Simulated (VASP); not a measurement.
In, 2 atoms in the cell. The structure is cubic, space group Fd-3m (No. 227). Conventional cell: a = 5.840 Å, b = 5.840 Å, c = 5.840 Å, α = 90.00°, β = 90.00°, γ = 90.00°. Within 3.3 Å of In (site symmetry -43m) lie 4 In at 2.53 Å.  This cell differs from its parent crystal: volume scaled by 0.65.

- Program: VASP 6.6.1
- Task: single point
- Functional: PBE
- Potentials or basis: VASP PAW PBE potentials, release 64 (In_d)
- Cutoff: 520 eV
- k mesh: 11 × 11 × 11
- Occupations: fermi-dirac, width 0.1 eV
- Spin: no spin polarisation
- Dipole correction: no
- Further INCAR settings: ALGO = Normal; EDIFF = 1e-06; NBANDS = 20

Potentials or basis: VASP PAW PBE potentials, release 64 (In_d).

The run is started by

```sh
$ cat potpaw_PBE.64/In_d/POTCAR > POTCAR
$ mpirun -np 1 vasp_std > vasp.out
```

Hardware: 1 thread of AMD EPYC 7R43 64-Core Processor (Zen 3), on a shared host.

Task: How long does it take, and how much memory?

Result: It took 64 s on 1 thread of AMD EPYC 7R43 64-Core Processor (Zen 3), on a shared host, peak memory 0.16 GiB. Counts: scf iterations 11, k points 56.
